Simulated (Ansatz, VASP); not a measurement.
**Two plane-wave programs on Ag**

File INCAR:

```
SYSTEM = Ag
PREC = Accurate
ENCUT = 600
EDIFF = 1E-6
ISMEAR = -1
SIGMA = 0.05
LREAL = .False.
LASPH = .True.
NELM = 100
ALGO = Normal
ISIF = 3
LWAVE = .False.
LCHARG = .False.
IBRION = 2
NSW = 60
EDIFFG = -0.01
```

Contents of KPOINTS:

```
regular mesh
0
Gamma
  11 11 11
  0 0 0
```

The input POSCAR:

```
Ag
1.0
   -1.6556540000      1.6556540000      1.6556540000
    1.6556540000     -1.6556540000      1.6556540000
    1.6556540000      1.6556540000     -1.6556540000
Ag
1
Direct
    0.0000000000      0.0000000000      0.0000000000
```

input.yaml

```yaml
crystal:
  lattice:
    - [-1.655654, 1.655654, 1.655654]
    - [1.655654, -1.655654, 1.655654]
    - [1.655654, 1.655654, -1.655654]
  atoms:
    - { symbol: Ag, position: [0.0, 0.0, 0.0] }
hamiltonian:
  xc: lda
  pseudopotentials: { kind: paw }
kpoints:
  mp_grid: { grid: [11, 11, 11] }
scf:
  occupations: { method: fermi_dirac, width: 0.05 }
output:
  forces: true
  stress: true
  eigenvalues: true
relax:
  f_tol: 0.01
  max_steps: 40
  cell: { stress_tol: 0.05 }
```

Alike in both runs: task relaxation of cell and atoms; functional LDA; k mesh 11 × 11 × 11; occupations fermi-dirac, width 0.05 eV; no spin polarisation.

|  | VASP | Ansatz |
| --- | --- | --- |
| version | VASP 6.6.1 | Ansatz 0.2.0 |
| potentials or method | VASP PAW LDA potentials, release 64 (Ag) | Ansatz PAW |
| plane-wave cutoff (eV) | 600 | 420 |
| valence electrons in the cell | 11 | 19 |

Ansatz gave:

* gap on the k mesh at the Fermi level, each at its own relaxed structure (eV): none
* relaxed volume (Å³/atom): 16.13
* relaxed cell length with the largest relative difference (Å): 2.757

Estimate VASP's values.

gap on the k mesh at the Fermi level, each at its own relaxed structure (eV): none; relaxed volume (Å³/atom): 16.17; relaxed cell length with the largest relative difference (Å): 2.759.

LDA's correlation is that of Perdew and Zunger in VASP and of Perdew and Wang (1992) in Ansatz. A gap of «none» marks a metal or a gap that the smearing closes. VASP's potentials hold 11 valence electrons a cell and Ansatz's 19, so a difference there can come from the potentials and not from the codes.

Noted on Ansatz's run: the plane-wave basis is chosen anew once the cell has moved, so the energies of steps on either side of that aren't comparable.
